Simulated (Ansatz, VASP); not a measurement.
## BP in VASP and in Ansatz

```
B P
1.0
     0.00000    2.20093    2.26900
     2.20093    0.00000    2.26900
     2.20093    2.20093    0.00000
B P
1 1
Direct
  0.00000 0.00000 0.00000
  0.75000 0.75000 0.75000
```

Change from the starting cell: equal xx and yy strain of -3 %.

Alike in both runs: task single point; functional PBE; k mesh 15 × 15 × 15; occupations fermi-dirac, width 0.05 eV; no spin polarisation.

|  | VASP | Ansatz |
| --- | --- | --- |
| version | VASP 6.6.1 | Ansatz 0.2.0 |
| potentials or method | VASP PAW PBE potentials, release 64 (B, P), cutoff 520 eV | all-electron LAPW, scalar-relativistic |

```csv
,VASP,Ansatz,Ansatz less VASP
pressure (GPa),12.2,12.4,+0.24
"traceless stress, the component that is largest in VASP (GPa)",-5.96,-5.95,+0.005
```

Ansatz ran all-electron here, and VASP with PAW potentials.
